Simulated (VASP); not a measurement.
Write the native input for VASP 6.6.1 that does the following.

| Quantity | Value |
| --- | --- |
| Task | single point |
| Functional | PBEsol |
| Potentials or basis | VASP PAW PBE potentials, release 64 (Li_sv) |
| Cutoff | 520 eV |
| k mesh | 16 × 16 × 16 |
| Occupations | gaussian, width 0.1 eV |
| Spin | no spin polarisation |
| Dipole correction | no |
| Further INCAR settings | ALGO = Fast; EDIFF = 1e-06; NBANDS = 8 |

The structure of Li lies in POSCAR:

```
Li
1.0
    0.0000000000      2.0690132162      2.0690132162
    2.0690132162      0.0000000000      2.0690132162
    2.0690132162      2.0690132162      0.0000000000
Li
1
Direct
    0.0000000000      0.0000000000      0.0000000000
```

This cell differs from its parent crystal: volume scaled by 0.88.

These files were run (other wordings do the same):

INCAR

```
SYSTEM = Li
ALGO = Fast
EDIFF = 1E-6
ENCUT = 520
GGA = PS
ISIF = 2
ISMEAR = 0
LASPH = .TRUE.
LCHARG = .FALSE.
LREAL = .FALSE.
LWAVE = .FALSE.
NBANDS = 8
NELM = 80
PREC = Accurate
SIGMA = 0.1
```

KPOINTS

```
k-points
0
G
  16 16 16
  0 0 0
```

Potentials or basis: VASP PAW PBE potentials, release 64 (Li_sv).

The run is started by

```console
$ cat potpaw_PBE.64/Li_sv/POTCAR > POTCAR
$ mpirun -np 1 vasp_std > vasp.out
```

It took 15 s on 1 thread of Intel Xeon 6975P-C (shared host), peak memory 0.14 GiB.
